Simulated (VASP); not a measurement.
Here is a VASP 6.6.1 calculation.

File INCAR:

```
SYSTEM = InSb
PREC     = Accurate       ! precision mode
ENCUT    = 520            ! plane-wave cutoff, eV
EDIFF    = 1E-7           ! SCF threshold, eV
ISMEAR   = -1             ! smearing method
SIGMA    = 0.15           ! smearing width, eV
LREAL    = Auto         
LASPH    = .TRUE.         ! aspherical terms in the spheres
NELM     = 100            ! most SCF steps
ALGO     = Normal         ! electronic algorithm
ISIF     = 2              ! what is computed and relaxed
LWAVE    = .FALSE.        ! write WAVECAR
LCHARG   = .FALSE.        ! write CHGCAR
GGA      = PE             ! functional
NBANDS   = 86             ! bands
```

Contents of KPOINTS:

```
Automatic mesh
0
G
  2 2 1
  0 0 0
```

POSCAR

```
InSb
1.0
    9.1615580000      0.0000000000      0.0000000000
    4.5807790000      7.9341420000      0.0000000000
    0.0000000000      0.0000000000     15.6752380000
In Sb
8 8
Direct
    0.0000000000      0.0000000000      0.0637948846
    0.9999929877      0.5000036551      0.0637948846
    0.5000022922      0.0000000000      0.0637948846
    0.5000016107      0.5000036551      0.0637948846
    0.3824574931      0.8457499248      0.3546485227
    0.4954652762      0.1488755810      0.3331177492
    0.0611360299      0.6384937401      0.3614937138
   -0.0746217591      0.1059975987      0.2752047529
    0.1439185404      0.1841787051      0.1790786207
    0.2030919316      0.6422622635      0.1945871571
    0.6375836497      0.1787338820      0.1455735473
    0.6527439478      0.7031005999      0.1982362245
    0.6854579810      0.8506275789      0.4068646358
    0.4906694380      0.4844380148      0.2679704130
    0.0859739564      0.9413998388      0.4505832703
    0.1259036337      0.2869875533      0.3763068861
```

Potentials or basis: VASP PAW PBE potentials, release 64 (In_d, Sb).

Run with:

```console
$ cat potpaw_PBE.64/In_d/POTCAR potpaw_PBE.64/Sb/POTCAR > POTCAR
$ mpirun -np 1 vasp_std > vasp.out
```

Question: Predict the band gap on the k mesh.

Answer: Zero (bands 72 and 73 overlap by 0.08 eV).

Question: Predict the largest force.

Answer: 3.441 eV/Å.

Forces in eV/Å, atoms in the order of the input:
```
In   0.113 -0.143  0.220
In  -0.044  0.119  0.438
In  -0.806 -0.465  0.160
In   0.315  0.805 -0.329
In   0.167 -0.123 -0.254
In  -0.278  1.215 -0.709
In  -0.200  0.411  0.264
In  -0.206 -0.475  0.581
Sb   0.686  0.286  0.312
Sb  -2.510  1.731 -1.596
Sb   0.289 -0.747  0.848
Sb  -0.165  0.026  0.064
Sb   0.243 -1.139  0.221
Sb   2.482 -1.022  1.341
Sb  -0.404 -0.168 -0.732
Sb   0.317 -0.312 -0.828
```

Caveat: the k points lie up to 0.40 Å⁻¹ apart; there is no dipole correction, which matters where the two faces differ; spin-orbit coupling is left out, which moves the levels of the heavy elements.
